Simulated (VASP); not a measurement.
**Sn: single point with PBE**

Sn:

```
Sn
1.0
     0.00000    3.32890    3.32890
     3.32890    0.00000    3.32890
     3.32890    3.32890    0.00000
Sn
2
Direct
  0.50000 0.50000 0.50000
  0.75000 0.75000 0.75000
```

This isn't the form of Sn at room conditions, which is tetragonal (white tin).

* Program: VASP 6.6.1
* Task: single point
* Functional: PBE
* Potentials or basis: VASP PAW PBE potentials, release 64 (Sn_d)
* Cutoff: 520 eV
* k mesh: 7 × 7 × 7
* Occupations: fermi-dirac, width 0.1 eV
* Spin: no spin polarisation

- Pressure: 0.0 GPa
- Band gap on the k mesh: zero (bands 14 and 15 overlap by 0.20 eV)

Levels at points of the mesh, in eV from the Fermi level:
| k point | band 11 | band 12 | band 13 | band 14 | band 15 | band 16 | band 17 | band 18 |
| --- | --- | --- | --- | --- | --- | --- | --- | --- |
| (0.00, 0.00, 0.00) | -10.03 | -1.08 | 0.17 | 0.17 | 0.17 | 2.23 | 2.23 | 2.23 |

It took 44 s on 1 thread of AMD EPYC 7R13, on a shared host, peak memory 0.17 GiB.

Caveat: spin-orbit coupling is left out, which moves the levels of the heavy elements.
